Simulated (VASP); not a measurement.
# Zr (Im-3m) in VASP: a series of runs

Zr is run at these levels: PBE0; tasks: single point.

Program: VASP 6.6.1. These are calculated values, not measurements. Logs are shortened: lines on timing, memory, paths and dates and some standing lists are left out, and cuts for length are marked.

## Step 1: The cell of the first run

The structure is cubic, space group Im-3m (No. 229). Conventional cell: a = 3.571 Å, b = 3.571 Å, c = 3.571 Å, α = 90.00°, β = 90.00°, γ = 90.00°. Within 4.1 Å of Zr (site symmetry m-3m) lie 14 Zr at 3.09 to 3.57 Å.

## Step 2: Single point, PBE0

Contents of POSCAR:

```
Zr
1.0
   -1.7855375418      1.7855375418      1.7855375418
    1.7855375418     -1.7855375418      1.7855375418
    1.7855375418      1.7855375418     -1.7855375418
Zr
1
Direct
    0.0000000000      0.0000000000      0.0000000000
```

Contents of INCAR.step1:

```
SYSTEM = Zr
  PREC = Accurate
  ENCUT = 400
  EDIFF = 1E-5
  ISMEAR = -1
  SIGMA = 0.05
  LREAL = .FALSE.
  LASPH = .TRUE.
  NELM = 120
  ALGO = Normal
  ISIF = 2
  LWAVE = .TRUE.
  LCHARG = .FALSE.
  NBANDS = 12
  GGA = PE
  GGA_COMPAT = .FALSE.
```

Contents of INCAR.step2:

```
SYSTEM = Zr
  PREC = Accurate
  ENCUT = 400
  EDIFF = 1E-6
  ISMEAR = -1
  SIGMA = 0.05
  LREAL = .FALSE.
  LASPH = .TRUE.
  NELM = 120
  ALGO = Normal
  ISIF = 2
  LWAVE = .FALSE.
  LCHARG = .FALSE.
  GGA = PE
  LHFCALC = .TRUE.
  AEXX = 0.25
  PRECFOCK = Normal
  NBANDS = 12
  ISTART = 1
  GGA_COMPAT = .FALSE.
```

Contents of KPOINTS:

```
regular mesh
0
G
  6 6 6
  0 0 0
```

Potentials or basis: VASP PAW PBE potentials, release 64 (Zr_sv).

On the command line:

```sh
$ cat potpaw_PBE.64/Zr_sv/POTCAR > POTCAR
$ cp INCAR.step1 INCAR
$ mpirun -np 1 vasp_std > vasp.out
$ cp INCAR.step2 INCAR
$ mpirun -np 1 vasp_std > vasp.out
```

OUTCAR:

```text
SYSTEM = Zr
   PREC = Accurate
   ENCUT = 400
   EDIFF = 1E-6
   ISMEAR = -1
   LREAL = .FALSE.
   LASPH = .TRUE.
   NELM = 120
   ISIF = 2
   GGA = PE
   LHFCALC = .TRUE.
   AEXX = 0.25
   PRECFOCK = Normal
   ISTART = 1

 ion  position               nearest neighbor table
   1  0.000  0.000  0.000-

  LATTYP: Found a body centered cubic cell.
 ALAT       =     3.5710750836

  Lattice vectors:

 A1 = (  -1.7855375418,   1.7855375418,   1.7855375418)
 A2 = (   1.7855375418,  -1.7855375418,   1.7855375418)
 A3 = (   1.7855375418,   1.7855375418,  -1.7855375418)

Analysis of symmetry for initial positions (statically):
=====================================================================
 Subroutine PRICEL returns:
 Original cell was already a primitive cell.

 Routine SETGRP: Setting up the symmetry group for a
 body centered cubic supercell.

 Subroutine GETGRP returns: Found 48 space group operations
 (whereof 48 operations were pure point group operations)
 out of a pool of 48 trial point group operations.

The static configuration has the point symmetry O_h .

Analysis of symmetry for dynamics (positions and initial velocities):
=====================================================================
 Subroutine PRICEL returns:
 Original cell was already a primitive cell.

 Routine SETGRP: Setting up the symmetry group for a
 body centered cubic supercell.

 Subroutine GETGRP returns: Found 48 space group operations
 (whereof 48 operations were pure point group operations)
 out of a pool of 48 trial point group operations.

The dynamic configuration has the point symmetry O_h .

 Subroutine INISYM returns: Found 48 space group operations
 (whereof 48 operations are pure point group operations),
 and found     1 'primitive' translations

----------------------------------------------------------------------------------------

                                     Primitive cell

  volume of cell :      22.7702

  direct lattice vectors                    reciprocal lattice vectors
    -1.785537542  1.785537542  1.785537542     0.000000000  0.280027716  0.280027716
     1.785537542 -1.785537542  1.785537542     0.280027716  0.000000000  0.280027716
     1.785537542  1.785537542 -1.785537542     0.280027716  0.280027716  0.000000000

  length of vectors
     3.092641741  3.092641741  3.092641741     0.396018994  0.396018994  0.396018994

  position of ions in fractional coordinates (direct lattice)
     0.000000000  0.000000000  0.000000000

  ion indices of the primitive-cell ions
   primitive index   ion index
                 1           1

----------------------------------------------------------------------------------------

 KPOINTS: regular mesh

Automatic generation of k-mesh.
 Grid dimensions read from file:
 generate k-points for:    6    6    6

 Generating k-lattice:

  Cartesian coordinates                     Fractional coordinates (reciprocal lattice)
     0.000000000  0.046671286  0.046671286     0.166666667  0.000000000  0.000000000
     0.046671286  0.000000000  0.046671286     0.000000000  0.166666667  0.000000000
     0.046671286  0.046671286  0.000000000     0.000000000  0.000000000  0.166666667

  Length of vectors
     0.066003166  0.066003166  0.066003166

  Shift w.r.t. Gamma in fractional coordinates (k-lattice)
     0.000000000  0.000000000  0.000000000

 Subroutine IBZKPT returns following result:
 ===========================================

 Found     16 irreducible k-points:

 Following reciprocal coordinates:
            Coordinates               Weight
  0.000000  0.000000  0.000000      1.000000
  0.166667  0.000000  0.000000     12.000000
  0.333333  0.000000  0.000000     12.000000
  0.500000  0.000000  0.000000      6.000000
  0.166667  0.166667  0.000000     24.000000
  0.333333  0.166667  0.000000     48.000000
[... 8 lines left out ...]
  0.500000  0.500000  0.333333     12.000000
  0.500000  0.500000  0.500000      1.000000
   k-points           NKPTS =     16   k-points in BZ     NKDIM =    216   number of bands    NBANDS=     12
   number of dos      NEDOS =    301   number of ions     NIONS =      1
   total plane-waves  NPLWV =   8000
   dimension x,y,z NGX =    20 NGY =   20 NGZ =   20
   dimension x,y,z NGXF=    40 NGYF=   40 NGZF=   40
   ions per type =               1
   NGX,Y,Z   is equivalent  to a cutoff of  10.75, 10.75, 10.75 a.u.
   NGXF,Y,Z  is equivalent  to a cutoff of  21.50, 21.50, 21.50 a.u.
 SYSTEM =  Zr
   PREC   = accura    normal or accurate (medium, high low for compatibility)
   ISTART =      1    job   : 0-new  1-cont  2-samecut
   ICHARG =      0    charge: 1-file 2-atom 10-const
   ISPIN  =      1    spin polarized calculation?
   LNONCOLLINEAR =      F non collinear calculations
   LSORBIT =      F    spin-orbit coupling
   LASPH  =      T    aspherical Exc in radial PAW
   ENCUT  =  400.0 eV  29.40 Ry    5.42 a.u.   5.04  5.04  5.04*2*pi/ulx,y,z
   NELM   =    120;   NELMIN=  2; NELMDL=  0     # of ELM steps
   EDIFF  = 0.1E-05   stopping-criterion for ELM
   LREAL  =      F    real-space projection
   EDIFFG = 0.1E-04   stopping-criterion for IOM
   NSW    =      0    number of steps for IOM
   IBRION =     -1    ionic relax: 0-MD 1-quasi-New 2-CG
   NFREE  =      0    steps in history (QN), initial steepest desc. (CG)
   ISIF   =      2    stress and relaxation
   ISYM   =      3    0-nonsym 1-usesym 2-fastsym
   POTIM  = 0.5000    time-step for ionic-motion
   TEBEG  =    0.0;   TEEND  =   0.0 temperature during run
   PSTRESS=    0.0 pullay stress
   NELECT =      12.0000    total number of electrons
   NUPDOWN=      -1.0000    fix difference up-down
   EMIN   =  10.00;   EMAX   =-10.00  energy-range for DOS
   EFERMI =   0.00;   METHOD = LEGACY
   ISMEAR =    -1;   SIGMA  =   0.05  broadening in eV -4-tet -1-fermi 0-gaus
   EFERMI_NEDOS =   21; number of points for ismear=-14 and -15
   IALGO  =     38    algorithm
   IMIX   =      1    mixing-type and parameters
     AMIX     =   0.40;   BMIX     =  1.00
     AMIX_MAG =   1.60;   BMIX_MAG =  1.00
  volume/ion in A,a.u.               =      22.77       153.66
  Fermi-wavevector in a.u.,A,eV,Ry     =   1.322350  2.498878 23.791260  1.748608
  Thomas-Fermi vector in A             =   2.452037
   LORBIT       =      0    0 simple, 1 ext, 2 COOP (PROOUT), +10 PAW based schemes
   GGA     = PE    functional components
   LHFCALC =     T    Hartree Fock is set to
   PRECFOCK=normal    Normal, Fast or Accurate (Low or Medium for compatibility)
   ENCUT4O =  -1.0   cutoff for four orbital integrals eV
   NKREDX  =     1    reduce k-point grid by
   NKREDY  =     1    reduce k-point grid by
   NKREDZ  =     1    reduce k-point grid by
   AEXX    =    0.2500 exact exchange contribution
   HFSCREEN=    0.0000 screening length (either q_TF or 0.3 A-1)
   HFSCREENC=   0.0000 screening length for correlation (either q_TF or 0.3 A-1)
   ENCUTFOCK=  -1.0 apply spherical cutoff to Coloumb kernel
   IVDW    =     0    specifies the selected vdW correction
   LEPSILON=     F    determine dielectric tensor
   LRPA    =     F    only Hartree local field effects (RPA)
 non-spin polarized calculation
  energy-cutoff  :      400.00
  volume of cell :       22.77
 maximum number of plane-waves:       430
  NGX = 16; NGY = 16; NGZ = 16

 number of electron      12.0000000 magnetization

 Free energy of the ion-electron system (eV)
  ---------------------------------------------------
  ext. energy  EPLUGINS =         0.00000000
  ---------------------------------------------------
  free energy    TOTEN  =       -10.58945052 eV

  energy without entropy =      -10.58625347  energy(sigma->0) =      -10.58785199

 E-fermi :   9.0568     XC(G=0):  -8.8092

 val. band max:        8.6792813225   @ k =   0.1667   0.1667   0.0000
 cond. band min:       9.1115228273   @ k =   0.3333   0.1667   0.1667
 fundamental gap:      0.4322415048
 Fermi energy:         9.0568135662

 k-point     1 :       0.0000    0.0000    0.0000
  band No.  band energies     occupation
      1     -43.5806      2.00000
      2     -19.5996      2.00000
      3     -19.5996      2.00000
      4     -19.5996      2.00000
      5       2.1552      2.00000
      6      11.0346      0.00000
      7      11.0346      0.00000
      8      11.0346      0.00000
      9      13.7151      0.00000
     10      13.7151      0.00000
     11      22.5525      0.00000
     12      22.5525      0.00000

 k-point     2 :       0.1667    0.0000    0.0000
  band No.  band energies     occupation
      1     -43.5345      2.00000
      2     -19.9105      2.00000
      3     -19.6899      2.00000
      4     -19.6027      2.00000
      5       3.1970      2.00000
      6      10.2979      0.00000
      7      10.4788      0.00000
      8      12.0006      0.00000
      9      13.1059      0.00000
     10      13.6980      0.00000
     11      23.1580      0.00000
     12      24.3094      0.00000

 k-point     3 :       0.3333    0.0000    0.0000
  band No.  band energies     occupation
      1     -43.4409      2.00000
      2     -20.4952      2.00000
      3     -19.8632      2.00000
      4     -19.6073      2.00000
      5       4.9921      2.00000
      6       8.5404      1.99993
      7       9.7378      0.00000
      8      13.5429      0.00000
      9      14.0023      0.00000
     10      14.5934      0.00000
     11      21.5421      0.00000
     12      22.8467      0.00000
[... 166 lines left out ...]
 k-point    15 :       0.5000    0.5000    0.3333
  band No.  band energies     occupation
      1     -43.2980      2.00000
      2     -20.4722      2.00000
      3     -20.2686      2.00000
      4     -20.1900      2.00000
      5       5.9820      2.00000
      6       6.1966      2.00000
      7      12.7542      0.00000
      8      12.8498      0.00000
      9      16.1943      0.00000
     10      17.3587      0.00000
     11      19.4007      0.00000
     12      20.5754      0.00000

 k-point    16 :       0.5000    0.5000    0.5000
  band No.  band energies     occupation
      1     -43.2658      2.00000
      2     -20.3681      2.00000
      3     -20.3681      2.00000
      4     -20.3681      2.00000
      5       5.3814      2.00000
      6       5.3814      2.00000
      7      16.0253      0.00000
      8      16.0253      0.00000
      9      16.0253      0.00000
     10      17.4919      0.00000
     11      17.4919      0.00000
     12      17.4919      0.00000

------------------------ aborting loop because EDIFF is reached ----------------------------------------

  FORCE on cell =-STRESS in cart. coord.  units (eV):
  Direction    XX          YY          ZZ          XY          YZ          ZX
  --------------------------------------------------------------------------------------
  -------------------------------------------------------------------------------------
  Total       -0.2238278     -0.2238278     -0.2238278      0.0000000      0.0000000     -0.0000000
  in kB      -15.7491707    -15.7491707    -15.7491707      0.0000000      0.0000000     -0.0000000
  external PRESSURE =     -15.7491707 kB  Pullay stress =       0.0000000 kB

 VOLUME and BASIS-vectors are now :
 -----------------------------------------------------------------------------
  energy-cutoff  :      400.00
  volume of cell :       22.77
      direct lattice vectors                 reciprocal lattice vectors
    -1.785537542  1.785537542  1.785537542     0.000000000  0.280027716  0.280027716
     1.785537542 -1.785537542  1.785537542     0.280027716  0.000000000  0.280027716
     1.785537542  1.785537542 -1.785537542     0.280027716  0.280027716  0.000000000

 POSITION                                       TOTAL-FORCE (eV/Angst)
 -----------------------------------------------------------------------------------
      0.00000      0.00000      0.00000        -0.000000      0.000000      0.000000
 -----------------------------------------------------------------------------------
    total drift:                               -0.000000      0.000000      0.000000

  FREE ENERGIE OF THE ION-ELECTRON SYSTEM (eV)
  ---------------------------------------------------
  free  energy   TOTEN  =       -10.5894505169 eV

  energy  without entropy=      -10.5862534654  energy(sigma->0) =      -10.58785199
```

Wall time 3.8 min (1 thread of Intel Xeon Platinum 8488C (Sapphire Rapids), shared host); peak memory 0.13 GiB.

What came out:

```
Free energy            : -10.5895 eV
Pressure               : -1.6 GPa
Band gap on the k mesh : zero (band 6 reaches 11.03 eV, above the bottom of band 7 at 7.86 eV)
```

Levels at points of the mesh, in eV from the Fermi level:
```tsv
k point	band 2	band 3	band 4	band 5	band 6	band 7	band 8	band 9	band 10	band 11
(0.00, 0.00, 0.00)	-28.66	-28.66	-28.66	-6.90	1.98	1.98	1.98	4.66	4.66	13.50
(0.50, 0.00, 0.00)	-29.83	-29.00	-28.67	-3.85	-1.07	1.83	4.67	5.36	7.70	10.97
(0.50, 0.50, 0.50)	-29.42	-29.42	-29.42	-3.68	-3.68	6.97	6.97	6.97	8.44	8.44
```

Caveat: the k points lie up to 0.41 Å⁻¹ apart; the PAW data sets were made with another functional, which shifts forces and pressure a little.

## Step 3: Single point, PBE0

This run uses another cell than the first one, of 23.24 Å³/atom, 1.021 times its volume.

Contents of POSCAR:

```
Zr
1.0
   -1.7978519830      1.7978519830      1.7978519830
    1.7978519830     -1.7978519830      1.7978519830
    1.7978519830      1.7978519830     -1.7978519830
Zr
1
Direct
    0.0000000000      0.0000000000      0.0000000000
```

Contents of INCAR.step1:

```
ALGO     = Normal         # electronic algorithm
EDIFF    = 1E-5           # SCF threshold, eV
ENCUT    = 400            # plane-wave cutoff, eV
GGA      = PE             # functional
GGA_COMPAT= F            
ISIF     = 2              # what is computed and relaxed
ISMEAR   = -1             # smearing method
LASPH    = T              # aspherical terms in the spheres
LREAL    = F              # projectors in reciprocal space
LWAVE    = T              # write WAVECAR
NBANDS   = 12             # bands
NELM     = 120            # most SCF steps
PREC     = Accurate       # precision mode
SIGMA    = 0.05           # smearing width, eV
```

Contents of INCAR.step2:

```
AEXX     = 0.25           # exact-exchange fraction
ALGO     = Normal         # electronic algorithm
EDIFF    = 1E-6           # SCF threshold, eV
ENCUT    = 400            # plane-wave cutoff, eV
GGA      = PE             # functional
GGA_COMPAT= F            
ISIF     = 2              # what is computed and relaxed
ISMEAR   = -1             # smearing method
ISTART   = 1            
LASPH    = T              # aspherical terms in the spheres
LCHARG   = T              # write CHGCAR
LELF     = T              # ELF
LHFCALC  = T              # exact exchange
LREAL    = F              # projectors in reciprocal space
LVHAR    = T            
LWAVE    = F              # write WAVECAR
NBANDS   = 12             # bands
NELM     = 120            # most SCF steps
PREC     = Accurate       # precision mode
PRECFOCK = Normal       
SIGMA    = 0.05           # smearing width, eV
```

Contents of KPOINTS:

```
k-points
0
Gamma
  6 6 6
```

Potentials or basis: VASP PAW PBE potentials, release 64 (Zr_sv).

On the command line:

```sh
$ cat potpaw_PBE.64/Zr_sv/POTCAR > POTCAR
$ cp INCAR.step1 INCAR
$ mpirun -np 1 vasp_std > vasp.out
$ cp INCAR.step2 INCAR
$ mpirun -np 1 vasp_std > vasp.out
```

Run time: 3.8 min. Hardware: 1 thread of Intel Xeon Platinum 8488C (Sapphire Rapids), shared host; peak memory 0.13 GiB.

The run converged. Its results:

```yaml
Free_energy: -10.5825 eV
Pressure: -3.5 GPa
Band_gap_on_the_k_mesh: zero (band 6 reaches 10.79 eV, above the bottom of band 7 at 7.67 eV)
```

Levels at points of the mesh, in eV from the Fermi level:
```csv
k point,band 2,band 3,band 4,band 5,band 6,band 7,band 8,band 9,band 10,band 11
"(0.00, 0.00, 0.00)",-28.69,-28.69,-28.69,-6.83,2.00,2.00,2.00,4.63,4.63,13.46
"(0.50, 0.00, 0.00)",-29.79,-29.02,-28.70,-3.74,-0.98,1.77,4.62,5.30,7.58,10.92
"(0.50, 0.50, 0.50)",-29.42,-29.42,-29.42,-3.54,-3.54,6.86,6.86,6.86,8.30,8.30
```

Caveat: the k points lie up to 0.41 Å⁻¹ apart; the PAW data sets were made with another functional, which shifts forces and pressure a little.
